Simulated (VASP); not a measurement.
# Bi2Te3 in VASP: single point with PBE

Aim: the single point of Bi2Te3 with PBE.

Program: VASP 6.6.1. These are calculated values, not measurements. Logs are shortened: lines on timing, memory, paths and dates and some standing lists are left out, and cuts for length are marked.

### 1 The cell of the first run

The cell holds a slab with vacuum, 15 atoms: a = 4.469 Å, b = 10.189 Å, c = 25.494 Å, α = 90.00°, β = 90.00°, γ = 90.00°.

### 2 Single point, PBE

File INCAR:

```
ALGO = Normal
DIPOL = 0.5 0.5 0.500
EDIFF = 1E-6
ENCUT = 520
GGA = PE
IDIPOL = 3
ISIF = 2
ISMEAR = 0
KPAR = 4
LASPH = True
LCHARG = False
LDIPOL = True
LREAL = Auto
LWAVE = False
NBANDS = 85
NELM = 60
PREC = Accurate
SIGMA = 0.1
```

File KPOINTS:

```
k-points
0
Gamma
  8 4 1
```

File POSCAR:

```
Bi2Te3
1.0
    4.4688135297      0.0000000000      0.0000000000
    0.0000000000     10.1887468057      0.0000000000
    0.0000000000      0.0000000000     25.4936647246
Te Bi
9 6
Direct
    0.5000000000      0.8083640987      0.3021343288
    0.0000000000      0.5875124462      0.3301275596
    0.5000000000      0.9321032143      0.3993023777
    0.0000000000      0.7015325625      0.4505559260
    0.5000000000      0.4713477862      0.4716092979
    0.0000000000      0.8242061210      0.5595004968
    0.5000000000      0.5918602848      0.5949967185
    0.0000000000      0.3613711222      0.6216487874
    0.5000000000      0.7230208312      0.6945662409
    0.5000000000      0.3942092350      0.3566425278
    0.0000000000      0.1398397318      0.3754368829
    0.0000000000      0.2560980621      0.4878460499
    0.5000000000      0.0290511404      0.5322289773
    0.5000000000      0.1630431273      0.6397190466
    0.0000000000      0.9185426322      0.6805766828
```

Potentials or basis: VASP PAW PBE potentials, release 64 (Te, Bi_d).

The run is started by

```bash
> cat potpaw_PBE.64/Te/POTCAR potpaw_PBE.64/Bi_d/POTCAR > POTCAR
> mpirun -np 4 vasp_std > vasp.out
```

OUTCAR:

```text
EDIFF = 1E-6
   ENCUT = 520
   GGA = PE
   ISIF = 2
   ISMEAR = 0
   LASPH = True
   LREAL = Auto
   NELM = 60
   PREC = Accurate

 ion  position               nearest neighbor table
   1  0.500  0.808  0.302-   3 2.78   2 3.25   2 3.25
   2  0.000  0.588  0.330-  10 3.05  10 3.05   1 3.25   1 3.25   4 3.28
   3  0.500  0.932  0.399-   1 2.78  11 3.14  11 3.14   4 3.50   4 3.50  13 3.53
   4  0.000  0.702  0.451-   6 3.05   2 3.28   5 3.28   5 3.28   3 3.50   3 3.50
   5  0.500  0.471  0.472-  10 3.03  12 3.16  12 3.16   4 3.28   4 3.28   7 3.38
   6  0.000  0.824  0.560-   4 3.05  13 3.14  13 3.14  15 3.23   7 3.38   7 3.38
   7  0.500  0.592  0.595-   9 2.87   8 3.31   8 3.31   5 3.38   6 3.38   6 3.38
   8  0.000  0.361  0.622-  14 3.05  14 3.05   7 3.31   7 3.31  12 3.58
   9  0.500  0.723  0.695-   7 2.87  15 3.01  15 3.01
  10  0.500  0.394  0.357-   5 3.03   2 3.05   2 3.05  11 3.46  11 3.46
  11  0.000  0.140  0.375-  12 3.10   3 3.14   3 3.14  10 3.46  10 3.46
  12  0.000  0.256  0.488-  11 3.10   5 3.16   5 3.16  13 3.41  13 3.41   8 3.58
  13  0.500  0.029  0.532-  14 3.06   6 3.14   6 3.14  12 3.41  12 3.41   3 3.53
  14  0.500  0.163  0.640-   8 3.05   8 3.05  13 3.06  15 3.50  15 3.50
  15  0.000  0.919  0.681-   9 3.01   9 3.01   6 3.23  14 3.50  14 3.50

  LATTYP: Found a simple orthorhombic cell.
 ALAT       =     4.4688135297
 B/A-ratio  =     2.2799668722
 C/A-ratio  =     5.7047949204

  Lattice vectors:

 A1 = (   4.4688135297,   0.0000000000,   0.0000000000)
 A2 = (   0.0000000000,  10.1887468057,   0.0000000000)
 A3 = (   0.0000000000,   0.0000000000,  25.4936647246)

Analysis of symmetry for initial positions (statically):
=====================================================================
 Subroutine PRICEL returns:
 Original cell was already a primitive cell.

 Routine SETGRP: Setting up the symmetry group for a
 simple orthorhombic supercell.

 Subroutine GETGRP returns: Found  2 space group operations
 (whereof  2 operations were pure point group operations)
 out of a pool of  8 trial point group operations.

The static configuration has the point symmetry C_1h.

Analysis of symmetry for dynamics (positions and initial velocities):
=====================================================================
 Subroutine PRICEL returns:
 Original cell was already a primitive cell.

 Routine SETGRP: Setting up the symmetry group for a
 simple orthorhombic supercell.

 Subroutine GETGRP returns: Found  2 space group operations
 (whereof  2 operations were pure point group operations)
 out of a pool of  8 trial point group operations.

The dynamic configuration has the point symmetry C_1h.

 Subroutine INISYM returns: Found  2 space group operations
 (whereof  2 operations are pure point group operations),
 and found     1 'primitive' translations

----------------------------------------------------------------------------------------

                                     Primitive cell

  volume of cell :    1160.7676

  direct lattice vectors                    reciprocal lattice vectors
     4.468813530  0.000000000  0.000000000     0.223773043  0.000000000  0.000000000
     0.000000000 10.188746806  0.000000000     0.000000000  0.098147497  0.000000000
     0.000000000  0.000000000 25.493664725     0.000000000  0.000000000  0.039225432

  length of vectors
     4.468813530 10.188746806 25.493664725     0.223773043  0.098147497  0.039225432

  position of ions in fractional coordinates (direct lattice)
     0.500000000  0.808364099  0.302134329
     0.000000000  0.587512446  0.330127560
     0.500000000  0.932103214  0.399302378
     0.000000000  0.701532562  0.450555926
     0.500000000  0.471347786  0.471609298
     0.000000000  0.824206121  0.559500497
     0.500000000  0.591860285  0.594996718
     0.000000000  0.361371122  0.621648787
     0.500000000  0.723020831  0.694566241
     0.500000000  0.394209235  0.356642528
     0.000000000  0.139839732  0.375436883
     0.000000000  0.256098062  0.487846050
     0.500000000  0.029051140  0.532228977
     0.500000000  0.163043127  0.639719047
     0.000000000  0.918542632  0.680576683

  ion indices of the primitive-cell ions
   primitive index   ion index
                 1           1
                 2           2
                 3           3
                 4           4
                 5           5
                 6           6
                 7           7
                 8           8
                 9           9
                10          10
                11          11
                12          12
                13          13
                14          14
                15          15

----------------------------------------------------------------------------------------

 KPOINTS: k-points

Automatic generation of k-mesh.
 Grid dimensions read from file:
 generate k-points for:    8    4    1

 Generating k-lattice:

  Cartesian coordinates                     Fractional coordinates (reciprocal lattice)
     0.027971630  0.000000000  0.000000000     0.125000000  0.000000000  0.000000000
     0.000000000  0.024536874  0.000000000     0.000000000  0.250000000  0.000000000
     0.000000000  0.000000000  0.039225432     0.000000000  0.000000000  1.000000000

  Length of vectors
     0.027971630  0.024536874  0.039225432

  Shift w.r.t. Gamma in fractional coordinates (k-lattice)
     0.000000000  0.000000000  0.000000000

 Subroutine IBZKPT returns following result:
 ===========================================

 Found     15 irreducible k-points:

 Following reciprocal coordinates:
            Coordinates               Weight
  0.000000  0.000000  0.000000      1.000000
  0.125000  0.000000  0.000000      2.000000
  0.250000  0.000000  0.000000      2.000000
  0.375000  0.000000  0.000000      2.000000
  0.500000  0.000000  0.000000      1.000000
  0.000000  0.250000  0.000000      2.000000
  0.125000  0.250000  0.000000      4.000000
  0.250000  0.250000  0.000000      4.000000
  0.375000  0.250000  0.000000      4.000000
  0.500000  0.250000  0.000000      2.000000
  0.000000  0.500000  0.000000      1.000000
  0.125000  0.500000  0.000000      2.000000
  0.250000  0.500000  0.000000      2.000000
  0.375000  0.500000  0.000000      2.000000
  0.500000  0.500000  0.000000      1.000000
   k-points           NKPTS =     15   k-points in BZ     NKDIM =     15   number of bands    NBANDS=     85
   number of dos      NEDOS =    301   number of ions     NIONS =     15
   total plane-waves  NPLWV = 552960
   dimension x,y,z NGX =    36 NGY =   80 NGZ =  192
   dimension x,y,z NGXF=    72 NGYF=  160 NGZF=  384
   ions per type =               9   6
   NGX,Y,Z   is equivalent  to a cutoff of  13.39, 13.05, 12.52 a.u.
   NGXF,Y,Z  is equivalent  to a cutoff of  26.78, 26.11, 25.04 a.u.
 SYSTEM =  unknown system
   PREC   = accura    normal or accurate (medium, high low for compatibility)
   ISTART =      0    job   : 0-new  1-cont  2-samecut
   ICHARG =      2    charge: 1-file 2-atom 10-const
   ISPIN  =      1    spin polarized calculation?
   LNONCOLLINEAR =      F non collinear calculations
   LSORBIT =      F    spin-orbit coupling
   LASPH  =      T    aspherical Exc in radial PAW
   ENCUT  =  520.0 eV  38.22 Ry    6.18 a.u.   8.31 18.94 47.40*2*pi/ulx,y,z
   NELM   =     60;   NELMIN=  2; NELMDL= -5     # of ELM steps
   EDIFF  = 0.1E-05   stopping-criterion for ELM
   LREAL  =      T    real-space projection
   EDIFFG = 0.1E-04   stopping-criterion for IOM
   NSW    =      0    number of steps for IOM
   IBRION =     -1    ionic relax: 0-MD 1-quasi-New 2-CG
   NFREE  =      0    steps in history (QN), initial steepest desc. (CG)
   ISIF   =      2    stress and relaxation
   ISYM   =      2    0-nonsym 1-usesym 2-fastsym
   POTIM  = 0.5000    time-step for ionic-motion
   TEBEG  =    0.0;   TEEND  =   0.0 temperature during run
   PSTRESS=    0.0 pullay stress
   NELECT =     144.0000    total number of electrons
   NUPDOWN=      -1.0000    fix difference up-down
   EMIN   =  10.00;   EMAX   =-10.00  energy-range for DOS
   EFERMI =   0.00;   METHOD = LEGACY
   ISMEAR =     0;   SIGMA  =   0.10  broadening in eV -4-tet -1-fermi 0-gaus
   EFERMI_NEDOS =   21; number of points for ismear=-14 and -15
   IALGO  =     38    algorithm
   IMIX   =      4    mixing-type and parameters
     AMIX     =   0.40;   BMIX     =  1.00
     AMIX_MAG =   1.60;   BMIX_MAG =  1.00
  volume/ion in A,a.u.               =      77.38       522.22
  Fermi-wavevector in a.u.,A,eV,Ry     =   0.816483  1.542929  9.070253  0.666645
  Thomas-Fermi vector in A             =   1.926760
   LORBIT       =      0    0 simple, 1 ext, 2 COOP (PROOUT), +10 PAW based schemes
   GGA     = PE    functional components
   LHFCALC =     F    Hartree Fock is set to
   AEXX    =    0.0000 exact exchange contribution
   IVDW    =     0    specifies the selected vdW correction
   LEPSILON=     F    determine dielectric tensor
   LRPA    =     F    only Hartree local field effects (RPA)
 non-spin polarized calculation
 Gauss-broadening in eV      SIGMA  =   0.10
  energy-cutoff  :      520.00
  volume of cell :     1160.77
 maximum number of plane-waves:     31326
 NGX is ok and might be reduce to    36
   NGX = 17   NGY = 37   NGZ = 95

 dipolmoment           0.000000      0.000000      0.874455 electrons x Angstroem

 number of electron     144.0000001 magnetization

 dipolmoment           0.000000      0.000000     -0.046092 electrons x Angstroem

 Free energy of the ion-electron system (eV)
  ---------------------------------------------------
  ext. energy  EPLUGINS =         0.00000000
  ---------------------------------------------------
  free energy    TOTEN  =       -50.72346197 eV

  energy without entropy =      -50.71283169  energy(sigma->0) =      -50.71814683

 E-fermi :   0.3302     XC(G=0):  -4.6574

 val. band max:        0.2812457876   @ k =   0.5000   0.5000   0.0000
 cond. band min:       0.3540534424   @ k =   0.0000   0.0000   0.0000
 fundamental gap:      0.0728076548
 Fermi energy:         0.3302246547

 k-point     1 :       0.0000    0.0000    0.0000
  band No.  band energies     occupation
      1     -22.7743      2.00000
      2     -22.7574      2.00000
      3     -22.6667      2.00000
      4     -22.6610      2.00000
      5     -22.6370      2.00000
      6     -22.6354      2.00000
[... 76 lines left out ...]
     83       2.4128      0.00000
     84       2.4547      0.00000

 k-point     2 :       0.1250    0.0000    0.0000
  band No.  band energies     occupation
      1     -22.7750      2.00000
      2     -22.7559      2.00000
      3     -22.6663      2.00000
      4     -22.6600      2.00000
      5     -22.6381      2.00000
      6     -22.6341      2.00000
[... 1120 lines left out ...]
     83       2.8060      0.00000
     84       2.9741      0.00000

 k-point    15 :       0.5000    0.5000    0.0000
  band No.  band energies     occupation
      1     -22.7788      2.00000
      2     -22.7474      2.00000
      3     -22.6615      2.00000
      4     -22.6564      2.00000
      5     -22.6424      2.00000
      6     -22.6360      2.00000
[... 76 lines left out ...]
     83       2.6483      0.00000
     84       2.8521      0.00000
 [bands above 84 left out]

------------------------ aborting loop because EDIFF is reached ----------------------------------------

 vacuum level on the upper side and lower side of the slab       (xc-potential included)        -0.224        -0.048

  FORCE on cell =-STRESS in cart. coord.  units (eV):
  Direction    XX          YY          ZZ          XY          YZ          ZX
  --------------------------------------------------------------------------------------
  -------------------------------------------------------------------------------------
  Total       -1.6034729     -1.1597325     -0.1849173      0.0000000     -0.0404206      0.0000000
  in kB       -2.2132320     -1.6007486     -0.2552365      0.0000000     -0.0557915      0.0000000
  external PRESSURE =      -1.3564057 kB  Pullay stress =       0.0000000 kB

 VOLUME and BASIS-vectors are now :
 -----------------------------------------------------------------------------
  energy-cutoff  :      520.00
  volume of cell :     1160.77
      direct lattice vectors                 reciprocal lattice vectors
     4.468813530  0.000000000  0.000000000     0.223773043  0.000000000  0.000000000
     0.000000000 10.188746806  0.000000000     0.000000000  0.098147497  0.000000000
     0.000000000  0.000000000 25.493664725     0.000000000  0.000000000  0.039225432

 POSITION                                       TOTAL-FORCE (eV/Angst)
 -----------------------------------------------------------------------------------
      2.23441      8.23622      7.70251         0.000000     -0.001114     -0.001525
      0.00000      5.98602      8.41616         0.000000      0.016913      0.004224
      2.23441      9.49696     10.17968         0.000000      0.005906     -0.001172
      0.00000      7.14774     11.48632         0.000000     -0.000626     -0.010854
      2.23441      4.80244     12.02305         0.000000     -0.012210      0.015020
      0.00000      8.39763     14.26372         0.000000     -0.008166     -0.015355
      2.23441      6.03031     15.16865         0.000000      0.003588     -0.003124
      0.00000      3.68192     15.84811         0.000000     -0.007803     -0.008032
      2.23441      7.36668     17.70704         0.000000     -0.004175      0.002652
      2.23441      4.01650      9.09213         0.000000     -0.007267     -0.006446
      0.00000      1.42479      9.57126         0.000000      0.007805      0.004987
      0.00000      2.60932     12.43698         0.000000      0.008576      0.017204
      2.23441      0.29599     13.56847         0.000000      0.000895     -0.014112
      2.23441      1.66121     16.30878         0.000000     -0.018450      0.008685
      0.00000      9.35880     17.35039         0.000000      0.016129      0.007846
 -----------------------------------------------------------------------------------
    total drift:                                0.000000      0.024179      0.041422

  FREE ENERGIE OF THE ION-ELECTRON SYSTEM (eV)
  ---------------------------------------------------
  free  energy   TOTEN  =       -50.7234619714 eV

  energy  without entropy=      -50.7128316935  energy(sigma->0) =      -50.71814683

 vacuum level on the upper side and lower side of the slab         4.440         4.621
```

It took 24 min on 4 MPI ranks of Intel Xeon Platinum 8259CL at 2.50GHz (Skylake/Cascade Lake), shared host; peak memory 1.6 GiB.

Results:

* Free energy: -50.7235 eV
* Largest force: 0.020 eV/Å
* Band gap on the k mesh: 0.07 eV (least direct gap 0.20 eV)

Forces in eV/Å, atoms in the order of the input:
```
Te   0.000 -0.001 -0.002
Te   0.000  0.017  0.004
Te   0.000  0.006 -0.001
Te   0.000 -0.001 -0.011
Te   0.000 -0.012  0.015
Te   0.000 -0.008 -0.015
Te   0.000  0.004 -0.003
Te   0.000 -0.008 -0.008
Te   0.000 -0.004  0.003
Bi   0.000 -0.007 -0.006
Bi   0.000  0.008  0.005
Bi   0.000  0.009  0.017
Bi   0.000  0.001 -0.014
Bi   0.000 -0.018  0.009
Bi   0.000  0.016  0.008
```

Levels at points of the mesh, in eV from the valence-band top:
| k point | band 69 | band 70 | band 71 | band 72 | band 73 | band 74 | band 75 | band 76 |
| --- | --- | --- | --- | --- | --- | --- | --- | --- |
| (0.00, 0.00, 0.00) | -0.89 | -0.64 | -0.55 | -0.45 | 0.07 | 0.57 | 0.74 | 0.95 |
| (0.50, 0.00, 0.00) | -0.96 | -0.89 | -0.88 | -0.02 | 0.46 | 0.68 | 0.74 | 1.04 |
| (0.00, 0.50, 0.00) | -0.35 | -0.21 | -0.19 | -0.16 | 0.11 | 0.17 | 0.30 | 0.40 |
| (0.50, 0.50, 0.00) | -0.40 | -0.27 | -0.17 | 0.00 | 0.20 | 0.40 | 0.40 | 0.73 |

Caveat: spin-orbit coupling is left out, which moves the levels of the heavy elements.
